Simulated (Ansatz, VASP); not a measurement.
## GaSi in VASP and in Ansatz

POSCAR

```
GaSi
1.0
    0.0000000000      3.2678989370      3.2678989370
    3.2678989370      0.0000000000      3.2678989370
    3.2678989370      3.2678989370      0.0000000000
Ga Si
2 2
Direct
    0.5000000000      0.5000000000      0.5000000000
    0.7500000000      0.7500000000      0.7500000000
    0.0000000000      0.0000000000      0.0000000000
    0.2500000000      0.2500000000      0.2500000000
```

Contents of INCAR.step1:

```
SYSTEM = GaSi
PREC = Accurate
ENCUT = 600
ISMEAR = 0
SIGMA = 0.1
LREAL = .FALSE.
LASPH = .TRUE.
NELM = 100
GGA = PE
ALGO = Normal
EDIFF = 1E-4
LWAVE = .TRUE.
LCHARG = .FALSE.
```

The input INCAR.step2:

```
SYSTEM = GaSi
PREC = Accurate
ENCUT = 600
EDIFF = 1E-7
ISMEAR = 0
SIGMA = 0.1
LREAL = .FALSE.
LASPH = .TRUE.
NELM = 100
ALGO = Normal
ISIF = 3
LWAVE = .FALSE.
LCHARG = .FALSE.
METAGGA = R2SCAN
LMIXTAU = .TRUE.
IBRION = 2
NSW = 90
EDIFFG = -0.04
ISTART = 1
```

The input KPOINTS:

```
Automatic mesh
0
G
  4 4 4
  0 0 0
```

Input for Ansatz:

```yaml
crystal:
  lattice:
    - [0.0, 3.267898937, 3.267898937]
    - [3.267898937, 0.0, 3.267898937]
    - [3.267898937, 3.267898937, 0.0]
  atoms:
    - { symbol: Ga, position: [0.5, 0.5, 0.5] }
    - { symbol: Ga, position: [0.75, 0.75, 0.75] }
    - { symbol: Si, position: [0.0, 0.0, 0.0] }
    - { symbol: Si, position: [0.25, 0.25, 0.25] }
basis:
  ecutwfc: 500
kpoints:
  mp_grid: { grid: [4, 4, 4] }
hamiltonian:
  xc: r2scan
scf:
  occupations: { method: gaussian, width: 0.1 }
  lower_state_search: "off"
output:
  forces: true
  stress: true
  eigenvalues: true
relax:
  adjacent_minimum: "off"
  f_tol: 0.04
  max_steps: 70
  cell: { stress_tol: 0.4 }
```

Alike in both runs: task relaxation of cell and atoms; functional r2SCAN; k mesh 4 × 4 × 4; occupations gaussian, width 0.1 eV; no spin polarisation.

```csv
,VASP,Ansatz
version,VASP 6.6.1,Ansatz 0.2.0
potentials or method,"VASP PAW PBE potentials, release 64 (Ga_d, Si), cutoff 600 eV","scalar-relativistic, plane waves, PAW"
valence electrons in the cell,34,34
```

```tsv
	VASP	Ansatz	Ansatz less VASP
gap on the k mesh at the Fermi level, each at its own relaxed structure (eV)	none	none	-
relaxed volume (Å³/atom)	17.22	17.19	-0.039
relaxed cell length with the largest relative difference (Å)	4.602	4.598	-0.0035
```

VASP's potentials were made for PBE, not for r2SCAN. A gap of «none» marks a metal or a gap that the smearing closes.

The k mesh is coarse, so the values compare programs but aren't converged.
